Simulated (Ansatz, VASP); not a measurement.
**N in VASP and in Ansatz**

```
CELL_PARAMETERS angstrom
3.08623 -2.22194 0.00000
3.08623 2.22194 0.00000
0.00000 0.00000 7.02582
ATOMIC_POSITIONS crystal
N 0.90717 0.09283 0.05103
N 0.59283 0.40717 0.55103
N 0.09283 0.90717 0.94897
N 0.40717 0.59283 0.44897
```

Alike in both runs: functional r2SCAN; k mesh 8 × 8 × 4; occupations gaussian, width 0.02 eV; no spin polarisation.

Ansatz relaxed the structure, and its values are those at the end. VASP's run is a single point on that final structure, the one shown.

|  | VASP | Ansatz |
| --- | --- | --- |
| version | VASP 6.6.1 | Ansatz 0.2.0 |
| potentials or method | VASP PAW PBE potentials, release 64 (N), cutoff 520 eV | scalar-relativistic, plane waves, PAW |
| valence electrons in the cell | 20 | 20 |

VASP gave:

* gap on the k mesh at the Fermi level (eV): 8.24
* least direct gap on the mesh (eV): 8.24
* pressure (GPa): 2.5
* rms of the force components (eV/Å): 1.333

**Question.** Which values does Ansatz return?

**Answer.** gap on the k mesh at the Fermi level (eV): 8.28; least direct gap on the mesh (eV): 8.28; pressure (GPa): 0.0; rms of the force components (eV/Å): 0.004.

VASP's potentials were made for PBE, not for r2SCAN.

Noted on VASP's run: the standard files for N, O and F lose accuracy on very short bonds.
